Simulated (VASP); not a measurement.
# Be: relaxation of cell and atoms with PBE

Be:

```xyz
2
Lattice="0.0000 1.6066 1.6066 1.6066 0.0000 1.6066 1.6066 1.6066 0.0000" Properties=species:S:1:pos:R:3 pbc="T T T"
Be   -0.4016   -0.4016   -0.4016
Be    0.4016    0.4016    0.4016
```

This isn't the form of Be at room conditions, which is hcp.

```yaml
Program: VASP 6.6.1
Task: relaxation of cell and atoms
Functional: PBE
Potentials_or_basis: VASP PAW PBE potentials, release 64 (Be)
Cutoff: 600 eV
k_mesh: 19 × 19 × 19
Occupations: fermi-dirac, width 0.1 eV
Spin: no spin polarisation
Target_pressure: 270 GPa
Dipole_correction: no
Further_INCAR_settings: ALGO = Normal; EDIFF = 1e-06; IBRION = 2; EDIFFG = -0.005; NSW = 60; ISIF = 3
```

| Quantity | Value |
| --- | --- |
| Relaxed volume | 5.06 Å³/atom |
| Relaxed cell | a = 2.427 Å, b = 2.427 Å, c = 2.427 Å, α = 60.00°, β = 60.00°, γ = 60.00° |
| Space group after relaxing (to 0.1 Å) | Fd-3m (No. 227) |
| Energy change on relaxing (the run minimises the enthalpy) | -1957.7 meV/atom |
| Ionic steps | 16 |
| Pressure after relaxing | 270.0 GPa |
| Band gap on the k mesh | zero (bands 2 and 3 overlap by 10.91 eV) |

The path:
```
step  energy change (eV)  largest force (eV/Å)  pressure (GPa)  volume (Å³)
   1              0.0000                0.0000          435.00         8.29
   2             -8.5745                0.0000           99.51        14.55
   3             -4.3053                0.0000          254.62        10.35
   4             -3.9308                0.0000          269.38        10.12
   5             -3.8649                0.0000          272.00        10.08
   6             -3.8669                0.0000          271.92        10.09
   7             -3.8729                0.0000          271.68        10.09
   8             -3.8729                0.0000          271.68        10.09
   9             -3.8731                0.0000          271.67        10.09
  10             -3.8734                0.0000          271.66        10.09
  11             -3.8741                0.0000          271.63        10.09
  12             -3.8754                0.0000          271.58        10.09
  13             -3.8781                0.0000          271.48        10.09
  14             -3.8834                0.0000          271.26        10.10
  15             -3.8941                0.0000          270.84        10.10
  16             -3.9153                0.0000          270.00        10.11
```

Final structure:
```
Be
1.0
     0.00000    1.71648    1.71648
     1.71648    0.00000    1.71648
     1.71648    1.71648    0.00000
Be
2
Direct
  0.87500 0.87500 0.87500
  0.12500 0.12500 0.12500
```

Levels at points of the mesh, in eV from the Fermi level:
```tsv
k point	band 1	band 2	band 3	band 4	band 5
(0.00, 0.00, 0.00)	-13.02	9.68	9.68	9.68	13.31
```

Run time: 32 s on 1 thread of Intel(R) Xeon(R) Platinum 8559C (Emerald Rapids) (shared host), peak memory 0.12 GiB.

Caveat: the cell is relaxed towards a set pressure, so the run minimises the enthalpy, not the energy; the volume moved by over 15 % at a fixed basis, so the end points are rough.
